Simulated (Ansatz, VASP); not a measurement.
# One calculation of MgO, two programs

The input INCAR:

```
SYSTEM = MgO
PREC = Accurate
ENCUT = 520
EDIFF = 1E-6
ISMEAR = 0
SIGMA = 0.05
LREAL = .False.
LASPH = .True.
NELM = 80
ALGO = Normal
ISIF = 2
LWAVE = .False.
LCHARG = .False.
GGA = PS
NBANDS = 11
```

File KPOINTS:

```
regular mesh
0
Gamma
  10 10 10
  0 0 0
```

The input POSCAR:

```
MgO
1.0
   -0.8849289504      1.7698579008      1.7698579008
    1.7698579008     -0.8849289504      1.7698579008
    1.7698579008      1.7698579008     -0.8849289504
Mg O
1 1
Direct
    0.0000000000      0.0000000000      0.0000000000
    0.5000000000      0.5000000000      0.5000000000
```

Input for Ansatz:

```yaml
crystal:
  lattice:
    - [-0.8849289504, 1.7698579008, 1.7698579008]
    - [1.7698579008, -0.8849289504, 1.7698579008]
    - [1.7698579008, 1.7698579008, -0.8849289504]
  atoms:
    - { symbol: Mg, position: [0.0, 0.0, 0.0] }
    - { symbol: O, position: [0.5, 0.5, 0.5] }
basis:
  ecutwfc: 420
kpoints:
  mp_grid: { grid: [10, 10, 10] }
hamiltonian:
  xc: pbesol
scf:
  occupations: { method: gaussian, width: 0.05 }
output:
  forces: true
  stress: true
  eigenvalues: true
  write_density: true
  write_potential: true
  elf: true
  volumetric_format: npy
```

Alike in both runs: task single point; functional PBEsol; k mesh 10 × 10 × 10; occupations gaussian, width 0.05 eV; no spin polarisation.

|  | VASP | Ansatz |
| --- | --- | --- |
| version | VASP 6.6.1 | Ansatz 0.2.0 |
| potentials or method | VASP PAW PBE potentials, release 64 (Mg, O), cutoff 520 eV | scalar-relativistic, plane waves, PAW |
| valence electrons in the cell | 8 | 16 |

Ansatz gave:

```
gap on the k mesh at the Fermi level (eV) : 2.26
least direct gap on the mesh (eV)         : 3.24
pressure (GPa)                            : -3.4
```

Task: What did VASP give for the same quantities?

Result: gap on the k mesh at the Fermi level (eV): 2.25; least direct gap on the mesh (eV): 3.24; pressure (GPa): -4.0.

VASP's potentials were made for PBE, not for PBEsol. VASP's potentials hold 8 valence electrons a cell and Ansatz's 16, so a difference there can come from the potentials and not from the codes.
